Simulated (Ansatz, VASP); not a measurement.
**TaF in VASP and in Ansatz**

INCAR

```
PREC     = Accurate       # precision mode
ENCUT    = 520            # plane-wave cutoff, eV
EDIFF    = 1E-6           # SCF threshold, eV
ISMEAR   = 0              # smearing method
SIGMA    = 0.1            # smearing width, eV
LREAL    = F              # projectors in reciprocal space
LASPH    = T              # aspherical terms in the spheres
NELM     = 80             # most SCF steps
ALGO     = Normal         # electronic algorithm
ISIF     = 2              # what is computed and relaxed
LWAVE    = F              # write WAVECAR
LCHARG   = T              # write CHGCAR
GGA      = PE             # functional
LELF     = T              # ELF
LVHAR    = T            
NBANDS   = 16             # bands
```

File KPOINTS:

```
Automatic mesh
0
Gamma
  6 6 6
```

Contents of POSCAR:

```
TaF
1.0
    3.0786830728      0.0000000000      0.0000000000
   -1.5393415364      2.6662177513      0.0000000000
    0.0000000000      0.0000000000      3.0027892091
Ta F
1 1
Direct
    0.0000000000      0.0000000000      0.0000000000
    0.6666666667      0.3333333333      0.5000000000
```

Input for Ansatz:

```yaml
crystal:
  lattice:
    - [3.0786830728, 0.0, 0.0]
    - [-1.5393415364, 2.6662177513, 0.0]
    - [0.0, 0.0, 3.0027892091]
  atoms:
    - { symbol: Ta, position: [0.0, 0.0, 0.0] }
    - { symbol: F, position: [0.6666666667, 0.3333333333, 0.5] }
basis:
  ecutwfc: 420
kpoints:
  mp_grid: { grid: [6, 6, 6] }
hamiltonian:
  xc: pbe
scf:
  occupations: { method: gaussian, width: 0.1 }
  lower_state_search: "off"
output:
  forces: true
  stress: true
  eigenvalues: true
```

Alike in both runs: task single point; functional PBE; k mesh 6 × 6 × 6; occupations gaussian, width 0.1 eV; no spin polarisation.

|  | VASP | Ansatz |
| --- | --- | --- |
| version | VASP 6.6.1 | Ansatz 0.2.0 |
| potentials or method | VASP PAW PBE potentials, release 64 (Ta_pv, F), cutoff 520 eV | scalar-relativistic, plane waves, PAW |
| valence electrons in the cell | 18 | 20 |

```tsv
	VASP	Ansatz	Ansatz less VASP
gap on the k mesh at the Fermi level (eV)	none	none	-
pressure (GPa)	26.9	26.8	-0.12
traceless stress, the component that is largest in VASP (GPa)	2.82	2.63	-0.185
```

A gap of «none» marks a metal or a gap that the smearing closes. VASP's potentials hold 18 valence electrons a cell and Ansatz's 20, so a difference there can come from the potentials and not from the codes.

The k mesh is coarse, so the values compare programs but aren't converged. Neither program's run includes spin-orbit coupling.
